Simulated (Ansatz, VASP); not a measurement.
**Two plane-wave programs on CdPtC6N6**

File INCAR:

```
SYSTEM = CdPtC6N6
PREC     = Accurate       ! precision mode
ENCUT    = 600            ! plane-wave cutoff, eV
EDIFF    = 1E-6           ! SCF threshold, eV
ISMEAR   = 0              ! smearing method
SIGMA    = 0.02           ! smearing width, eV
LREAL    = .FALSE.        ! projectors in reciprocal space
LASPH    = .TRUE.         ! aspherical terms in the spheres
NELM     = 100            ! most SCF steps
ALGO     = Normal         ! electronic algorithm
ISIF     = 3              ! what is computed and relaxed
LWAVE    = .FALSE.        ! write WAVECAR
LCHARG   = .FALSE.        ! write CHGCAR
GGA      = PE             ! functional
IBRION   = 2              ! ionic algorithm
NSW      = 70             ! ionic steps
EDIFFG   = -0.02          ! ionic threshold
```

KPOINTS

```
regular mesh
0
G
  4 4 4
  0 0 0
```

Contents of POSCAR:

```
CdPtC6N6
1.0
    0.0000000000      5.5244001376      5.5244001376
    5.5244001376      0.0000000000      5.5244001376
    5.5244001376      5.5244001376      0.0000000000
Cd Pt C N
1 1 6 6
Direct
    0.5000000000      0.5000000000      0.5000000000
    0.0000000000      0.0000000000      0.0000000000
    0.8173504342      0.1826495658      0.1826495658
    0.1826495658      0.8173504342      0.1826495658
    0.1826495658      0.8173504342      0.8173504342
    0.8173504342      0.1826495658      0.8173504342
    0.1826495658      0.1826495658      0.8173504342
    0.8173504342      0.8173504342      0.1826495658
    0.7124156328      0.2875843672      0.2875843672
    0.2875843672      0.7124156328      0.2875843672
    0.2875843672      0.7124156328      0.7124156328
    0.7124156328      0.2875843672      0.7124156328
    0.2875843672      0.2875843672      0.7124156328
    0.7124156328      0.7124156328      0.2875843672
```

Input for Ansatz:

```yaml
crystal:
  lattice:
    - [0.0, 5.5244001376, 5.5244001376]
    - [5.5244001376, 0.0, 5.5244001376]
    - [5.5244001376, 5.5244001376, 0.0]
  atoms:
    - { symbol: Cd, position: [0.5, 0.5, 0.5] }
    - { symbol: Pt, position: [0.0, 0.0, 0.0] }
    - { symbol: C, position: [0.8173504342, 0.1826495658, 0.1826495658] }
    - { symbol: C, position: [0.1826495658, 0.8173504342, 0.1826495658] }
    - { symbol: C, position: [0.1826495658, 0.8173504342, 0.8173504342] }
    - { symbol: C, position: [0.8173504342, 0.1826495658, 0.8173504342] }
    - { symbol: C, position: [0.1826495658, 0.1826495658, 0.8173504342] }
    - { symbol: C, position: [0.8173504342, 0.8173504342, 0.1826495658] }
    - { symbol: "N", position: [0.7124156328, 0.2875843672, 0.2875843672] }
    - { symbol: "N", position: [0.2875843672, 0.7124156328, 0.2875843672] }
    - { symbol: "N", position: [0.2875843672, 0.7124156328, 0.7124156328] }
    - { symbol: "N", position: [0.7124156328, 0.2875843672, 0.7124156328] }
    - { symbol: "N", position: [0.2875843672, 0.2875843672, 0.7124156328] }
    - { symbol: "N", position: [0.7124156328, 0.7124156328, 0.2875843672] }
basis:
  ecutwfc: 420
kpoints:
  mp_grid: { grid: [4, 4, 4] }
hamiltonian:
  xc: pbe
scf:
  occupations: { method: gaussian, width: 0.02 }
output:
  forces: true
  stress: true
  eigenvalues: true
relax:
  adjacent_minimum: "off"
  f_tol: 0.02
  max_steps: 50
  cell: { stress_tol: 0.1 }
```

Alike in both runs: task relaxation of cell and atoms; functional PBE; k mesh 4 × 4 × 4; occupations gaussian, width 0.02 eV; no spin polarisation.

```csv
,VASP,Ansatz
version,VASP 6.6.1,Ansatz 0.2.0
potentials or method,"VASP PAW PBE potentials, release 64 (Cd, Pt, C, N), cutoff 600 eV","scalar-relativistic, plane waves, PAW"
valence electrons in the cell,76,92
```

```tsv
	VASP	Ansatz	Ansatz less VASP
gap on the k mesh at the Fermi level, each at its own relaxed structure (eV)	5.25	5.29	+0.038
relaxed volume (Å³/atom)	24.11	24.09	-0.024
relaxed length of the cell vector where the two differ most in proportion (Å)	7.815	7.813	-0.0026
```

VASP's potentials hold 76 valence electrons a cell and Ansatz's 92, so a difference there can come from the potentials and not from the codes.

Neither program's run includes spin-orbit coupling. Noted on VASP's run: the standard files for N, O and F lose accuracy on very short bonds.
